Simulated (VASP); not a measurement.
Set up this calculation in VASP 6.6.1, as the native input.

```
Task                   : single point
Functional             : PBE
Potentials or basis    : VASP PAW PBE potentials, release 64 (Sb)
Cutoff                 : 520 eV
k mesh                 : 9 × 9 × 9
Occupations            : fermi-dirac, width 0.05 eV
Spin                   : no spin polarisation
Dipole correction      : no
Further INCAR settings : ALGO = Normal; EDIFF = 1e-07; NBANDS = 12
```

The structure of Sb lies in POSCAR:

```
Sb
1.0
    2.1858623424      1.2620082118      3.8053879599
   -2.1858623424      1.2620082118      3.8053879599
    0.0000000000     -2.5240164235      3.8053879599
Sb
2
Direct
    0.2336400000      0.2336400000      0.2336400000
    0.7663600000      0.7663600000      0.7663600000
```

This cell differs from its parent crystal: volume scaled by 1.05.

The input as run:

INCAR

```
PREC = Accurate
ENCUT = 520
EDIFF = 1E-7
ISMEAR = -1
SIGMA = 0.05
LREAL = False
LASPH = True
NELM = 80
ALGO = Normal
ISIF = 2
LWAVE = False
LCHARG = False
GGA = PE
NBANDS = 12
```

KPOINTS

```
Automatic mesh
0
Gamma
  9 9 9
```

Potentials or basis: VASP PAW PBE potentials, release 64 (Sb).

Launch:

```console
$ cat potpaw_PBE.64/Sb/POTCAR > POTCAR
$ mpirun -np 1 vasp_std > vasp.out
```

It gave:

| Item | Value |
| --- | --- |
| Pressure | 0.3 GPa |
| Largest force | 0.008 eV/Å |
| Band gap on the k mesh | 0.16 eV, indirect (least direct gap 0.49 eV) |

Caveat: spin-orbit coupling is left out, which moves the levels of the heavy elements.

Run time: 30 s on 1 thread of AMD EPYC 9R45 96-Core Processor (Zen 5), with other jobs on the host, peak memory 0.2 GiB.
